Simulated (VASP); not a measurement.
# Li7ZrH8 (a cell with a defect) in VASP: settings compared

Aim: see how the results for Li7ZrH8 (a cell with a defect) move with the level of theory and the settings. Levels: PBEsol, PBEsol+D3(BJ). Tasks: single point.

Everything below comes from runs of VASP 6.6.1. Logs are shortened: lines on timing, memory, paths and dates and some standing lists are left out, and cuts for length are marked.

## (1) The cell of the first run

The cell holds a defect, 16 atoms: a = 5.629 Å, b = 5.629 Å, c = 5.629 Å, α = 60.00°, β = 60.00°, γ = 60.00°.

## (2) Single point, PBEsol

INCAR reads:

```
PREC = Accurate ; ENCUT = 520
EDIFF = 1E-6 ; ISMEAR = -1
SIGMA = 0.05 ; LREAL = Auto
LASPH = True ; NELM = 60
ALGO = Normal ; ISIF = 2
LWAVE = False ; LCHARG = True
GGA = PS ; LELF = True
LVHAR = True ; NELECT = 38.0
NBANDS = 34
```

KPOINTS reads:

```
Automatic mesh
0
Gamma
  2 2 2
  0.5 0.5 0.5
```

POSCAR reads:

```
Li7ZrH8
1.0
    0.0000000000      3.9799680000      3.9799680000
    3.9799680000      0.0000000000      3.9799680000
    3.9799680000      3.9799680000      0.0000000000
H Li Zr
8 7 1
Direct
    0.7448680000      0.2449130000      0.2543120000
    0.2507480000      0.7499620000      0.7558980000
    0.2426050000      0.7548140000      0.2553160000
    0.7561450000      0.2439500000      0.7499230000
    0.2598760000      0.2442070000      0.7490430000
    0.7497530000      0.7395820000      0.2505380000
    0.2520280000      0.2509170000      0.2415990000
    0.7369170000      0.7510720000      0.7523750000
    0.9963410000      0.0033010000      0.0018570000
    0.9927990000      0.0048960000      0.5017110000
    0.4994560000      0.5040020000      0.9969970000
    0.0061280000      0.4992810000      0.9938230000
    0.4987640000      0.9997190000      0.5009490000
    0.5055710000      0.0014840000      0.9953430000
    0.9950660000      0.4993110000      0.5044200000
    0.4998080000      0.5013420000      0.4994530000
```

Potentials or basis: VASP PAW PBE potentials, release 64 (H, Li_sv, Zr_sv).

Started as:

```sh
$ cat potpaw_PBE.64/H/POTCAR potpaw_PBE.64/Li_sv/POTCAR potpaw_PBE.64/Zr_sv/POTCAR > POTCAR
$ mpirun -np 1 vasp_std > vasp.out
```

OUTCAR:

```text
PREC = Accurate
   ENCUT = 520
   EDIFF = 1E-6
   ISMEAR = -1
   LREAL = Auto
   LASPH = True
   NELM = 60
   ISIF = 2
   GGA = PS
   NELECT = 38.0

 ion  position               nearest neighbor table
   1  0.745  0.245  0.254-  16 2.00
   2  0.251  0.750  0.756-  16 2.01
   3  0.243  0.755  0.255-  16 2.00
   4  0.756  0.244  0.750-  16 2.02
   5  0.260  0.244  0.749-  16 1.98
   6  0.750  0.740  0.251-  16 1.94
   7  0.252  0.251  0.242-
   8  0.737  0.751  0.752-
   9  0.996  0.003  0.002-
  10  0.993  0.005  0.502-  16 2.78  16 2.84
  11  0.499  0.504  0.997-  16 2.81  16 2.82
  12  0.006  0.499  0.994-  16 2.78  16 2.85
  13  0.499  1.000  0.501-  16 2.81  16 2.82
  14  0.506  0.001  0.995-  16 2.80  16 2.83
  15  0.995  0.499  0.504-  16 2.80  16 2.83
  16  0.500  0.501  0.499-   6 1.94   5 1.98   3 2.00   1 2.00   2 2.01   4 2.02  12 2.78  10 2.78
                            15 2.80  14 2.80  13 2.81  11 2.81  11 2.82  13 2.82  14 2.83  15 2.83

  LATTYP: Found a face centered cubic cell.
 ALAT       =     7.9599360000

  Lattice vectors:

 A1 = (   0.0000000000,   3.9799680000,   3.9799680000)
 A2 = (   3.9799680000,   0.0000000000,   3.9799680000)
 A3 = (   3.9799680000,   3.9799680000,   0.0000000000)

Analysis of symmetry for initial positions (statically):
=====================================================================
 Subroutine PRICEL returns:
 Original cell was already a primitive cell.

 Routine SETGRP: Setting up the symmetry group for a
 face centered cubic supercell.

 Subroutine GETGRP returns: Found  1 space group operations
 (whereof  1 operations were pure point group operations)
 out of a pool of 48 trial point group operations.

The static configuration has the point symmetry C_1 .

Analysis of symmetry for dynamics (positions and initial velocities):
=====================================================================
 Subroutine PRICEL returns:
 Original cell was already a primitive cell.

 Routine SETGRP: Setting up the symmetry group for a
 face centered cubic supercell.

 Subroutine GETGRP returns: Found  1 space group operations
 (whereof  1 operations were pure point group operations)
 out of a pool of 48 trial point group operations.

The dynamic configuration has the point symmetry C_1 .

 Subroutine INISYM returns: Found  1 space group operations
 (whereof  1 operations are pure point group operations),
 and found     1 'primitive' translations

----------------------------------------------------------------------------------------

                                     Primitive cell

  volume of cell :     126.0865

  direct lattice vectors                    reciprocal lattice vectors
     0.000000000  3.979968000  3.979968000    -0.125629151  0.125629151  0.125629151
     3.979968000  0.000000000  3.979968000     0.125629151 -0.125629151  0.125629151
     3.979968000  3.979968000  0.000000000     0.125629151  0.125629151 -0.125629151

  length of vectors
     5.628524723  5.628524723  5.628524723     0.217596072  0.217596072  0.217596072

  position of ions in fractional coordinates (direct lattice)
     0.744868000  0.244913000  0.254312000
     0.250748000  0.749962000  0.755898000
     0.242605000  0.754814000  0.255316000
     0.756145000  0.243950000  0.749923000
     0.259876000  0.244207000  0.749043000
     0.749753000  0.739582000  0.250538000
[... 8 lines left out ...]
     0.995066000  0.499311000  0.504420000
     0.499808000  0.501342000  0.499453000

  ion indices of the primitive-cell ions
   primitive index   ion index
                 1           1
                 2           2
                 3           3
                 4           4
                 5           5
                 6           6
[... 8 lines left out ...]
                15          15
                16          16

----------------------------------------------------------------------------------------

 KPOINTS: Automatic mesh

Automatic generation of k-mesh.
 Grid dimensions read from file:
 generate k-points for:    2    2    2

 Generating k-lattice:

  Cartesian coordinates                     Fractional coordinates (reciprocal lattice)
    -0.062814575  0.062814575  0.062814575     0.500000000  0.000000000  0.000000000
     0.062814575 -0.062814575  0.062814575     0.000000000  0.500000000  0.000000000
     0.062814575  0.062814575 -0.062814575     0.000000000  0.000000000  0.500000000

  Length of vectors
     0.108798036  0.108798036  0.108798036

  Shift w.r.t. Gamma in fractional coordinates (k-lattice)
     0.500000000  0.500000000  0.500000000

 Subroutine IBZKPT returns following result:
 ===========================================

 Found     16 irreducible k-points:

 Following reciprocal coordinates:
            Coordinates               Weight
  0.250000  0.250000  0.250000      2.000000
  0.250000  0.000000  0.000000      2.000000
  0.000000  0.000000 -0.250000      2.000000
  0.000000  0.250000  0.000000      2.000000
 -0.250000  0.250000  0.250000      2.000000
  0.250000 -0.250000  0.250000      2.000000
[... 8 lines left out ...]
  0.000000  0.250000  0.500000      2.000000
  0.500000  0.250000  0.000000      2.000000
   k-points           NKPTS =     16   k-points in BZ     NKDIM =     16   number of bands    NBANDS=     34
   number of dos      NEDOS =    301   number of ions     NIONS =     16
   total plane-waves  NPLWV =  74088
   dimension x,y,z NGX =    42 NGY =   42 NGZ =   42
   dimension x,y,z NGXF=    84 NGYF=   84 NGZF=   84
   ions per type =               8   7   1
   NGX,Y,Z   is equivalent  to a cutoff of  12.41, 12.41, 12.41 a.u.
   NGXF,Y,Z  is equivalent  to a cutoff of  24.81, 24.81, 24.81 a.u.
 SYSTEM =  unknown system
   PREC   = accura    normal or accurate (medium, high low for compatibility)
   ISTART =      0    job   : 0-new  1-cont  2-samecut
   ICHARG =      2    charge: 1-file 2-atom 10-const
   ISPIN  =      1    spin polarized calculation?
   LNONCOLLINEAR =      F non collinear calculations
   LSORBIT =      F    spin-orbit coupling
   LASPH  =      T    aspherical Exc in radial PAW
   ENCUT  =  520.0 eV  38.22 Ry    6.18 a.u.  10.47 10.47 10.47*2*pi/ulx,y,z
   NELM   =     60;   NELMIN=  2; NELMDL= -5     # of ELM steps
   EDIFF  = 0.1E-05   stopping-criterion for ELM
   LREAL  =      T    real-space projection
   EDIFFG = 0.1E-04   stopping-criterion for IOM
   NSW    =      0    number of steps for IOM
   IBRION =     -1    ionic relax: 0-MD 1-quasi-New 2-CG
   NFREE  =      0    steps in history (QN), initial steepest desc. (CG)
   ISIF   =      2    stress and relaxation
   ISYM   =      2    0-nonsym 1-usesym 2-fastsym
   POTIM  = 0.5000    time-step for ionic-motion
   TEBEG  =    0.0;   TEEND  =   0.0 temperature during run
   PSTRESS=    0.0 pullay stress
   NELECT =      38.0000    total number of electrons
   NUPDOWN=      -1.0000    fix difference up-down
   EMIN   =  10.00;   EMAX   =-10.00  energy-range for DOS
   EFERMI =   0.00;   METHOD = LEGACY
   ISMEAR =    -1;   SIGMA  =   0.05  broadening in eV -4-tet -1-fermi 0-gaus
   EFERMI_NEDOS =   21; number of points for ismear=-14 and -15
   IALGO  =     38    algorithm
   IMIX   =      4    mixing-type and parameters
     AMIX     =   0.40;   BMIX     =  1.00
     AMIX_MAG =   1.60;   BMIX_MAG =  1.00
  volume/ion in A,a.u.               =       7.88        53.18
  Fermi-wavevector in a.u.,A,eV,Ry     =   1.097606  2.074174 16.391467  1.204739
  Thomas-Fermi vector in A             =   2.233969
   LORBIT       =      0    0 simple, 1 ext, 2 COOP (PROOUT), +10 PAW based schemes
   GGA     = PS    functional components
   LHFCALC =     F    Hartree Fock is set to
   AEXX    =    0.0000 exact exchange contribution
   IVDW    =     0    specifies the selected vdW correction
   LEPSILON=     F    determine dielectric tensor
   LRPA    =     F    only Hartree local field effects (RPA)
 non-spin polarized calculation
  energy-cutoff  :      520.00
  volume of cell :      126.09
 maximum number of plane-waves:      3398
 NGX is ok and might be reduce to    42
   NGX = 21   NGY = 21   NGZ = 21

 number of electron      37.9999995 magnetization

 Free energy of the ion-electron system (eV)
  ---------------------------------------------------
  ext. energy  EPLUGINS =         0.00000000
  ---------------------------------------------------
  free energy    TOTEN  =       -63.54147524 eV

  energy without entropy =      -63.54147203  energy(sigma->0) =      -63.54147363

 E-fermi :   2.0152     XC(G=0):  -8.9278

 val. band max:        1.4091186518   @ k =   0.0000   0.0000  -0.2500
 cond. band min:       2.6881026835   @ k =   0.2500   0.5000   0.0000
 fundamental gap:      1.2789840317
 Fermi energy:         2.0151955717

 k-point     1 :       0.2500    0.2500    0.2500
  band No.  band energies     occupation
      1     -47.1838      2.00000
      2     -41.1994      2.00000
      3     -40.9911      2.00000
      4     -40.9721      2.00000
      5     -40.9480      2.00000
      6     -40.9275      2.00000
[... 23 lines left out ...]
     30       9.5894      0.00000
     31      10.0863      0.00000

 k-point     2 :       0.2500    0.0000    0.0000
  band No.  band energies     occupation
      1     -47.1838      2.00000
      2     -41.1995      2.00000
      3     -40.9929      2.00000
      4     -40.9687      2.00000
      5     -40.9473      2.00000
      6     -40.9312      2.00000
[... 23 lines left out ...]
     30       9.5873      0.00000
     31      10.0806      0.00000

 k-point     3 :       0.0000    0.0000   -0.2500
  band No.  band energies     occupation
      1     -47.1838      2.00000
      2     -41.1994      2.00000
      3     -40.9913      2.00000
      4     -40.9716      2.00000
      5     -40.9486      2.00000
      6     -40.9268      2.00000
[... 431 lines left out ...]
     30      10.1457      0.00000
     31      10.4408      0.00000

 k-point    16 :       0.5000    0.2500    0.0000
  band No.  band energies     occupation
      1     -47.1836      2.00000
      2     -41.1988      2.00000
      3     -40.9903      2.00000
      4     -40.9685      2.00000
      5     -40.9479      2.00000
      6     -40.9304      2.00000
[... 23 lines left out ...]
     30      10.1786      0.00000
     31      10.3531      0.00000
 [bands above 31 left out]

------------------------ aborting loop because EDIFF is reached ----------------------------------------

  FORCE on cell =-STRESS in cart. coord.  units (eV):
  Direction    XX          YY          ZZ          XY          YZ          ZX
  --------------------------------------------------------------------------------------
  -------------------------------------------------------------------------------------
  Total      -11.6604457    -11.7188861    -10.4533818     -0.1107834      0.0824566     -0.0587771
  in kB     -148.1688800   -148.9114792   -132.8307602     -1.4077203      1.0477734     -0.7468781
  external PRESSURE =    -143.3037065 kB  Pullay stress =       0.0000000 kB

 VOLUME and BASIS-vectors are now :
 -----------------------------------------------------------------------------
  energy-cutoff  :      520.00
  volume of cell :      126.09
      direct lattice vectors                 reciprocal lattice vectors
     0.000000000  3.979968000  3.979968000    -0.125629151  0.125629151  0.125629151
     3.979968000  0.000000000  3.979968000     0.125629151 -0.125629151  0.125629151
     3.979968000  3.979968000  0.000000000     0.125629151  0.125629151 -0.125629151

 POSITION                                       TOTAL-FORCE (eV/Angst)
 -----------------------------------------------------------------------------------
      1.98690      3.97670      3.93930        -0.055748      0.001204      0.052518
      5.99327      4.00642      3.98279        -0.016487     -0.092765     -0.053463
      4.02029      1.98171      3.96970        -0.056567     -0.058930     -0.024362
      3.95558      5.99410      3.98035         0.047563     -0.062207     -0.004406
      3.95310      4.01547      2.00623         0.017619     -0.085772     -0.257304
      3.94065      3.98113      5.92751         0.008445      0.019347      0.514813
[... 8 lines left out ...]
      3.99482      5.96791      5.94757        -0.082471      0.040851      0.120933
      3.98313      3.97703      3.98454         0.122555     -0.138237     -0.022551
 -----------------------------------------------------------------------------------
    total drift:                               -0.001690     -0.004187      0.008463

  FREE ENERGIE OF THE ION-ELECTRON SYSTEM (eV)
  ---------------------------------------------------
  free  energy   TOTEN  =       -63.5414752365 eV

  energy  without entropy=      -63.5414720333  energy(sigma->0) =      -63.54147363
```

Run time: 2.7 min. Hardware: 1 thread of AMD EPYC 7R13 (Zen 3), shared host; peak memory 0.24 GiB.

What came out:

* Free energy: -63.5415 eV
* Largest force: 0.515 eV/Å

Forces in eV/Å, atoms in the order of the input:
```
H   -0.056  0.001  0.053
H   -0.016 -0.093 -0.053
H   -0.057 -0.059 -0.024
H    0.048 -0.062 -0.004
H    0.018 -0.086 -0.257
H    0.008  0.019  0.515
H    0.034  0.055 -0.038
H   -0.075  0.110  0.066
Li  -0.039  0.078 -0.009
Li  -0.170  0.120  0.019
Li   0.070  0.051 -0.099
Li   0.146 -0.006 -0.155
Li   0.023 -0.064  0.019
Li   0.027  0.032 -0.130
Li  -0.082  0.041  0.121
Zr   0.123 -0.138 -0.023
```

Caveat: the k points lie up to 0.68 Å⁻¹ apart; the cell carries a net charge on a neutralising background, which shifts energy and pressure; the cell is charged against a uniform background, so pressure and absolute levels hang on convention; the cutoff is under 1.25 times the usual one of these potentials, so pressure, stress and relaxed cells hold a basis-set (Pulay) error; the PAW data sets were made with another functional, which shifts forces and pressure a little.

## (3) Single point, PBEsol

INCAR reads:

```
SYSTEM = Li7ZrH8
PREC = Accurate
ENCUT = 520
EDIFF = 1E-6
ISMEAR = 1
SIGMA = 0.05
LREAL = Auto
LASPH = .True.
NELM = 80
ALGO = Normal
ISIF = 2
LWAVE = .False.
LCHARG = .False.
GGA = PS
NBANDS = 34
NELECT = 38.0
```

KPOINTS is that of step 2.

POSCAR is that of step 2.

Potentials or basis: VASP PAW PBE potentials, release 64 (H, Li_sv, Zr_sv).

Started as:

```sh
$ cat potpaw_PBE.64/H/POTCAR potpaw_PBE.64/Li_sv/POTCAR potpaw_PBE.64/Zr_sv/POTCAR > POTCAR
$ mpirun -np 1 vasp_std > vasp.out
```

It took 2.6 min on 1 thread of AMD EPYC 7R13 (Zen 3), shared host; peak memory 0.24 GiB.

The run converged. Its results:

| Quantity | Value |
| --- | --- |
| Free energy | -63.5409 eV |
| Largest force | 0.515 eV/Å |

Forces on the atoms (eV/Å):
```
H   -0.056  0.002  0.052
H   -0.016 -0.093 -0.053
H   -0.056 -0.059 -0.025
H    0.047 -0.062 -0.004
H    0.018 -0.086 -0.257
H    0.009  0.020  0.515
H    0.033  0.055 -0.036
H   -0.073  0.111  0.064
Li  -0.039  0.078 -0.009
Li  -0.170  0.120  0.019
Li   0.070  0.051 -0.098
Li   0.146 -0.006 -0.155
Li   0.023 -0.064  0.019
Li   0.027  0.032 -0.130
Li  -0.082  0.041  0.121
Zr   0.122 -0.138 -0.022
```

Levels at points of the mesh, in eV from the Fermi level:
```tsv
k point	band 15	band 16	band 17	band 18	band 19	band 20	band 21	band 22	band 23	band 24
(0.25, 0.25, 0.25)	-2.66	-1.68	-1.41	-1.39	-0.04	1.30	1.31	1.80	4.10	4.14
```

Caveat: the k points lie up to 0.68 Å⁻¹ apart; the cell carries a net charge on a neutralising background, which shifts energy and pressure; the cell is charged against a uniform background, so pressure and absolute levels hang on convention; the cutoff is under 1.25 times the usual one of these potentials, so pressure, stress and relaxed cells hold a basis-set (Pulay) error; the PAW data sets were made with another functional, which shifts forces and pressure a little.

## (4) Single point, PBEsol+D3(BJ)

INCAR reads:

```
SYSTEM = Li7ZrH8
ALGO = Normal
EDIFF = 1E-6
ENCUT = 520
GGA = PS
ISIF = 2
ISMEAR = -1
IVDW = 12
LASPH = .True.
LCHARG = .False.
LREAL = Auto
LWAVE = .False.
NBANDS = 34
NELECT = 38.0
NELM = 60
PREC = Accurate
SIGMA = 0.05
```

KPOINTS is that of step 3.

POSCAR is that of step 3.

Started as:

```sh
$ cat potpaw_PBE.64/H/POTCAR potpaw_PBE.64/Li_sv/POTCAR potpaw_PBE.64/Zr_sv/POTCAR > POTCAR
$ mpirun -np 1 vasp_std > vasp.out
```

Wall time 2.8 min (1 thread of AMD EPYC 7R13 (Zen 3), shared host); peak memory 0.24 GiB.

It converged, with:

- Free energy: -66.2948 eV
- Largest force: 0.516 eV/Å
- Dispersion energy per atom: -0.172 eV

Forces on the atoms (eV/Å):
```
H   -0.057  0.001  0.053
H   -0.016 -0.093 -0.053
H   -0.057 -0.060 -0.024
H    0.048 -0.061 -0.004
H    0.018 -0.086 -0.258
H    0.008  0.019  0.516
H    0.034  0.055 -0.038
H   -0.075  0.110  0.066
Li  -0.039  0.078 -0.009
Li  -0.170  0.120  0.019
Li   0.070  0.051 -0.099
Li   0.146 -0.006 -0.155
Li   0.023 -0.064  0.019
Li   0.027  0.032 -0.130
Li  -0.083  0.041  0.121
Zr   0.123 -0.138 -0.023
```

Levels at points of the mesh, in eV from the Fermi level:
| k point | band 17 | band 18 | band 19 | band 20 | band 21 | band 22 |
| --- | --- | --- | --- | --- | --- | --- |
| (0.25, 0.25, 0.25) | -1.99 | -1.96 | -0.61 | 0.73 | 0.74 | 1.23 |

Caveat: the k points lie up to 0.68 Å⁻¹ apart; the cell carries a net charge on a neutralising background, which shifts energy and pressure; the cell is charged against a uniform background, so pressure and absolute levels hang on convention; the cutoff is under 1.25 times the usual one of these potentials, so pressure, stress and relaxed cells hold a basis-set (Pulay) error; three body term missing; the PAW data sets were made with another functional, which shifts forces and pressure a little.
